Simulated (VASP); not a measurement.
The system is Nb.

```xyz
1
Lattice="-1.6588 1.6588 1.6588 1.6588 -1.6588 1.6588 1.6588 1.6588 -1.6588" Properties=species:S:1:pos:R:3 pbc="T T T"
Nb    0.0000    0.0000    0.0000
```

- Program: VASP 6.6.1
- Task: relaxation of cell and atoms
- Functional: PBEsol
- Potentials or basis: VASP PAW PBE potentials, release 64 (Nb_sv)
- Cutoff: 600 eV
- k mesh: 18 × 18 × 18
- Occupations: gaussian, width 0.1 eV
- Spin: no spin polarisation

At the start: pressure -7.1 GPa; volume 18.26 Å³/atom.

Where does the relaxation end?

Over 4 steps the energy falls by 17.4 meV/atom and the volume is 17.50 Å³/atom (-4.2 %); space group Im-3m (No. 229, to 0.1 Å) before and after.

The path:
```tsv
step	energy change (eV)	largest force (eV/Å)	pressure (GPa)	volume (Å³)
1	0.0000	0.0000	-7.12	18.26
2	0.0436	0.0000	15.91	16.20
3	-0.0174	0.0000	-0.20	17.52
4	-0.0174	0.0000	-0.01	17.50
```

Final structure:
```
CELL_PARAMETERS angstrom
-1.63549 1.63549 1.63549
1.63549 -1.63549 1.63549
1.63549 1.63549 -1.63549
ATOMIC_POSITIONS crystal
Nb 0.00000 0.00000 0.00000
```

Caveat: the PAW data sets were made with another functional, which shifts forces and pressure a little.
